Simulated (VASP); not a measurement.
# BP (F-43m) in VASP: density of states with PBE

Aim: the density of states of BP with PBE.

Program: VASP 6.6.1. These are calculated values, not measurements. Logs are shortened: lines on timing, memory, paths and dates and some standing lists are left out, and cuts for length are marked.

## 1. The cell of the first run

It takes space group F-43m (No. 216, cubic). The conventional cell has a = 4.548 Å, b = 4.548 Å, c = 4.548 Å, α = 90.00°, β = 90.00°, γ = 90.00°. B (site symmetry -43m) has 4 P at 1.97 Å within 2.6 Å. Within 2.6 Å of P (site symmetry -43m) lie 4 B at 1.97 Å.

## 2. Density of states, PBE

The input, POSCAR:

```
BP
1.0
    0.0000000000      2.2742113017      2.2742113017
    2.2742113017      0.0000000000      2.2742113017
    2.2742113017      2.2742113017      0.0000000000
B P
1 1
Direct
    0.0000000000      0.0000000000      0.0000000000
    0.7500000000      0.7500000000      0.7500000000
```

The input, INCAR.step1:

```
ALGO = Normal
EDIFF = 1E-7
ENCUT = 520
GGA = PE
ISIF = 2
ISMEAR = 0
LASPH = True
LCHARG = True
LREAL = False
LWAVE = False
NBANDS = 11
NELM = 60
PREC = Accurate
SIGMA = 0.05
```

The input, KPOINTS.step1:

```
k-points
0
Gamma
  12 12 12
```

The input, INCAR.step2:

```
ALGO = Normal
EDIFF = 1E-7
ENCUT = 520
GGA = PE
ICHARG = 11
ISIF = 2
ISMEAR = -5
LASPH = True
LCHARG = False
LORBIT = 11
LREAL = False
LWAVE = False
NEDOS = 1001
NELM = 60
PREC = Accurate
SIGMA = 0.05
```

The input, KPOINTS.step2:

```
k-points
0
Gamma
  18 18 18
```

Potentials or basis: VASP PAW PBE potentials, release 64 (B, P).

Run with:

```console
cat potpaw_PBE.64/B/POTCAR potpaw_PBE.64/P/POTCAR > POTCAR
cp INCAR.step1 INCAR
cp KPOINTS.step1 KPOINTS
mpirun -np 1 vasp_std > vasp.out
cp INCAR.step2 INCAR
cp KPOINTS.step2 KPOINTS
mpirun -np 1 vasp_std > vasp.out
```

OUTCAR:

```text
EDIFF = 1E-7
   ENCUT = 520
   GGA = PE
   ICHARG = 11
   ISIF = 2
   ISMEAR = -5
   LASPH = True
   LORBIT = 11
   LREAL = False
   NELM = 60
   PREC = Accurate

 ion  position               nearest neighbor table
   1  0.000  0.000  0.000-   2 1.97   2 1.97   2 1.97   2 1.97
   2  0.750  0.750  0.750-   1 1.97   1 1.97   1 1.97   1 1.97

  LATTYP: Found a face centered cubic cell.
 ALAT       =     4.5484226034

  Lattice vectors:

 A1 = (   0.0000000000,   2.2742113017,   2.2742113017)
 A2 = (   2.2742113017,   0.0000000000,   2.2742113017)
 A3 = (   2.2742113017,   2.2742113017,   0.0000000000)

Analysis of symmetry for initial positions (statically):
=====================================================================
 Subroutine PRICEL returns:
 Original cell was already a primitive cell.

 Routine SETGRP: Setting up the symmetry group for a
 face centered cubic supercell.

 Subroutine GETGRP returns: Found 24 space group operations
 (whereof 24 operations were pure point group operations)
 out of a pool of 48 trial point group operations.

The static configuration has the point symmetry T_d .

Analysis of symmetry for dynamics (positions and initial velocities):
=====================================================================
 Subroutine PRICEL returns:
 Original cell was already a primitive cell.

 Routine SETGRP: Setting up the symmetry group for a
 face centered cubic supercell.

 Subroutine GETGRP returns: Found 24 space group operations
 (whereof 24 operations were pure point group operations)
 out of a pool of 48 trial point group operations.

The dynamic configuration has the point symmetry T_d .

 Subroutine INISYM returns: Found 24 space group operations
 (whereof 24 operations are pure point group operations),
 and found     1 'primitive' translations

----------------------------------------------------------------------------------------

                                     Primitive cell

  volume of cell :      23.5246

  direct lattice vectors                    reciprocal lattice vectors
     0.000000000  2.274211302  2.274211302    -0.219856440  0.219856440  0.219856440
     2.274211302  0.000000000  2.274211302     0.219856440 -0.219856440  0.219856440
     2.274211302  2.274211302  0.000000000     0.219856440  0.219856440 -0.219856440

  length of vectors
     3.216220467  3.216220467  3.216220467     0.380802524  0.380802524  0.380802524

  position of ions in fractional coordinates (direct lattice)
     0.000000000  0.000000000  0.000000000
     0.750000000  0.750000000  0.750000000

  ion indices of the primitive-cell ions
   primitive index   ion index
                 1           1
                 2           2

----------------------------------------------------------------------------------------

 KPOINTS: k-points

Automatic generation of k-mesh.
 Grid dimensions read from file:
 generate k-points for:   18   18   18

 Generating k-lattice:

  Cartesian coordinates                     Fractional coordinates (reciprocal lattice)
    -0.012214247  0.012214247  0.012214247     0.055555556  0.000000000  0.000000000
     0.012214247 -0.012214247  0.012214247     0.000000000  0.055555556  0.000000000
     0.012214247  0.012214247 -0.012214247     0.000000000  0.000000000  0.055555556

  Length of vectors
     0.021155696  0.021155696  0.021155696

  Shift w.r.t. Gamma in fractional coordinates (k-lattice)
     0.000000000  0.000000000  0.000000000

 TETIRR: Found    806 inequivalent tetrahedra from    34992

 Subroutine IBZKPT returns following result:
 ===========================================

 Found    195 irreducible k-points:

 Following reciprocal coordinates:
            Coordinates               Weight
  0.000000  0.000000  0.000000      1.000000
  0.055556  0.000000  0.000000      8.000000
  0.111111  0.000000  0.000000      8.000000
  0.166667  0.000000  0.000000      8.000000
  0.222222  0.000000  0.000000      8.000000
  0.277778  0.000000  0.000000      8.000000
[... 16 lines left out ...]
 -0.277778  0.055556  0.000000     24.000000
 -0.222222  0.055556  0.000000     24.000000
 [... further k-points ...]
   k-points           NKPTS =    195   k-points in BZ     NKDIM =    195   number of bands    NBANDS=      8
   number of dos      NEDOS =   1001   number of ions     NIONS =      2
   total plane-waves  NPLWV =  13824
   dimension x,y,z NGX =    24 NGY =   24 NGZ =   24
   dimension x,y,z NGXF=    48 NGYF=   48 NGZF=   48
   ions per type =               1   1
   NGX,Y,Z   is equivalent  to a cutoff of  12.41, 12.41, 12.41 a.u.
   NGXF,Y,Z  is equivalent  to a cutoff of  24.81, 24.81, 24.81 a.u.
 SYSTEM =  unknown system
   PREC   = accura    normal or accurate (medium, high low for compatibility)
   ISTART =      0    job   : 0-new  1-cont  2-samecut
   ICHARG =     11    charge: 1-file 2-atom 10-const
   ISPIN  =      1    spin polarized calculation?
   LNONCOLLINEAR =      F non collinear calculations
   LSORBIT =      F    spin-orbit coupling
   LASPH  =      T    aspherical Exc in radial PAW
   ENCUT  =  520.0 eV  38.22 Ry    6.18 a.u.   5.98  5.98  5.98*2*pi/ulx,y,z
   NELM   =     60;   NELMIN=  2; NELMDL=  0     # of ELM steps
   EDIFF  = 0.1E-06   stopping-criterion for ELM
   LREAL  =      F    real-space projection
   EDIFFG = 0.1E-05   stopping-criterion for IOM
   NSW    =      0    number of steps for IOM
   IBRION =     -1    ionic relax: 0-MD 1-quasi-New 2-CG
   NFREE  =      0    steps in history (QN), initial steepest desc. (CG)
   ISIF   =      2    stress and relaxation
   ISYM   =      2    0-nonsym 1-usesym 2-fastsym
   POTIM  = 0.5000    time-step for ionic-motion
   TEBEG  =    0.0;   TEEND  =   0.0 temperature during run
   PSTRESS=    0.0 pullay stress
   NELECT =       8.0000    total number of electrons
   NUPDOWN=      -1.0000    fix difference up-down
   EMIN   =  10.00;   EMAX   =-10.00  energy-range for DOS
   EFERMI =   0.00;   METHOD = LEGACY
   ISMEAR =    -5;   SIGMA  =   0.05  broadening in eV -4-tet -1-fermi 0-gaus
   EFERMI_NEDOS =   21; number of points for ismear=-14 and -15
   IALGO  =     38    algorithm
   IMIX   =      4    mixing-type and parameters
     AMIX     =   0.40;   BMIX     =  1.00
     AMIX_MAG =   1.60;   BMIX_MAG =  1.00
  volume/ion in A,a.u.               =      11.76        79.38
  Fermi-wavevector in a.u.,A,eV,Ry     =   1.142696  2.159382 17.765862  1.305754
  Thomas-Fermi vector in A             =   2.279393
   LORBIT       =     11    0 simple, 1 ext, 2 COOP (PROOUT), +10 PAW based schemes
   GGA     = PE    functional components
   LHFCALC =     F    Hartree Fock is set to
   AEXX    =    0.0000 exact exchange contribution
   IVDW    =     0    specifies the selected vdW correction
   LEPSILON=     F    determine dielectric tensor
   LRPA    =     F    only Hartree local field effects (RPA)
 non-spin polarized calculation
 Fermi weights with tetrahedron method with Bloechl corrections
  energy-cutoff  :      520.00
  volume of cell :       23.52
 maximum number of plane-waves:       648

 number of electron       8.0000000 magnetization

 Free energy of the ion-electron system (eV)
  ---------------------------------------------------
  ext. energy  EPLUGINS =         0.00000000
  ---------------------------------------------------
  free energy    TOTEN  =       -12.93120740 eV

  energy without entropy =      -12.93120740  energy(sigma->0) =      -12.93120740

 E-fermi :   7.3731     XC(G=0): -10.8777

 val. band max:        7.3514470879   @ k =   0.0000   0.0000   0.0000
 cond. band min:       8.6096392468   @ k =   0.3889   0.3889   0.0000
 fundamental gap:      1.2581921589
 Fermi energy:         7.3730765264

 k-point     1 :       0.0000    0.0000    0.0000
  band No.  band energies     occupation
      1      -8.0476      2.00000
      2       7.3514      2.00000
      3       7.3514      2.00000
      4       7.3514      2.00000
      5      10.7422      0.00000
      6      10.7422      0.00000
      7      10.7422      0.00000
      8      14.6211      0.00000

 k-point     2 :       0.0556    0.0000    0.0000
  band No.  band energies     occupation
      1      -7.9922      2.00000
      2       6.8840      2.00000
      3       7.2512      2.00000
      4       7.2512      2.00000
      5      10.8803      0.00000
      6      10.8803      0.00000
      7      10.9358      0.00000
      8      14.7890      0.00000

 k-point     3 :       0.1111    0.0000    0.0000
  band No.  band energies     occupation
      1      -7.8266      2.00000
      2       5.8146      2.00000
      3       7.0009      2.00000
      4       7.0009      2.00000
      5      11.2183      0.00000
      6      11.2275      0.00000
      7      11.2275      0.00000
      8      15.2648      0.00000

 k-point     4 :       0.1667    0.0000    0.0000
  band No.  band energies     occupation
      1      -7.5527      2.00000
      2       4.5260      2.00000
      3       6.6901      2.00000
      4       6.6901      2.00000
      5      11.3471      0.00000
      6      11.6426      0.00000
      7      11.6426      0.00000
      8      15.9275      0.00000

 k-point     5 :       0.2222    0.0000    0.0000
  band No.  band energies     occupation
      1      -7.1747      2.00000
      2       3.1877      2.00000
      3       6.3820      2.00000
      4       6.3820      2.00000
      5      11.3464      0.00000
      6      11.9864      0.00000
      7      11.9864      0.00000
      8      16.6040      0.00000
[... 177 lines left out ...]
 k-point    22 :      -0.3333    0.0556    0.0000
  band No.  band energies     occupation
      1      -5.9006      2.00000
      2       0.3049      2.00000
      3       5.3222      2.00000
      4       5.9538      2.00000
      5      11.3859      0.00000
      6      12.1352      0.00000
      7      12.4009      0.00000
      8      17.2894      0.00000

 k-point    23 :      -0.2778    0.0556    0.0000
  band No.  band energies     occupation
      1      -6.4754      2.00000
      2       1.4888      2.00000
      3       5.4672      2.00000
      4       6.2191      2.00000
      5      11.4604      0.00000
      6      12.0528      0.00000
      7      12.4860      0.00000
      8      16.8956      0.00000

 k-point    24 :      -0.2222    0.0556    0.0000
  band No.  band energies     occupation
      1      -6.9785      2.00000
      2       2.7674      2.00000
      3       5.6844      2.00000
      4       6.5206      2.00000
      5      11.5183      0.00000
      6      11.8488      0.00000
      7      12.4250      0.00000
      8      16.4363      0.00000

 [... further k-points ...]
[... 5 lines left out ...]
  --------------------------------------------------------------------------------------
  -------------------------------------------------------------------------------------
  Total       -0.0334267     -0.0334267     -0.0334267     -0.0000000      0.0000000      0.0000000
  in kB       -2.2765743     -2.2765743     -2.2765743     -0.0000000      0.0000000      0.0000000
  external PRESSURE =      -2.2765743 kB  Pullay stress =       0.0000000 kB

 VOLUME and BASIS-vectors are now :
 -----------------------------------------------------------------------------
  energy-cutoff  :      520.00
  volume of cell :       23.52
      direct lattice vectors                 reciprocal lattice vectors
     0.000000000  2.274211302  2.274211302    -0.219856440  0.219856440  0.219856440
     2.274211302  0.000000000  2.274211302     0.219856440 -0.219856440  0.219856440
     2.274211302  2.274211302  0.000000000     0.219856440  0.219856440 -0.219856440

 POSITION                                       TOTAL-FORCE (eV/Angst)
 -----------------------------------------------------------------------------------
      0.00000      0.00000      0.00000        -0.000000     -0.000000      0.000000
      3.41132      3.41132      3.41132         0.000000      0.000000     -0.000000
 -----------------------------------------------------------------------------------
    total drift:                               -0.000000     -0.000000     -0.000000

  FREE ENERGIE OF THE ION-ELECTRON SYSTEM (eV)
  ---------------------------------------------------
  free  energy   TOTEN  =       -12.9312073954 eV

  energy  without entropy=      -12.9312073954  energy(sigma->0) =      -12.93120740

 total charge

# of ion       s       p       d       tot
------------------------------------------
    1        0.666   1.266   0.000   1.932
    2        0.992   1.572   0.000   2.565
--------------------------------------------------
tot          1.658   2.838   0.000   4.497
```

It took 26 s on 1 thread of AMD EPYC 7R43 (Zen 3), shared host; peak memory 0.12 GiB.

Results:

| Property | Result |
| --- | --- |
| Valence electrons inside the program's atomic spheres | B 1.93; P 2.56 |
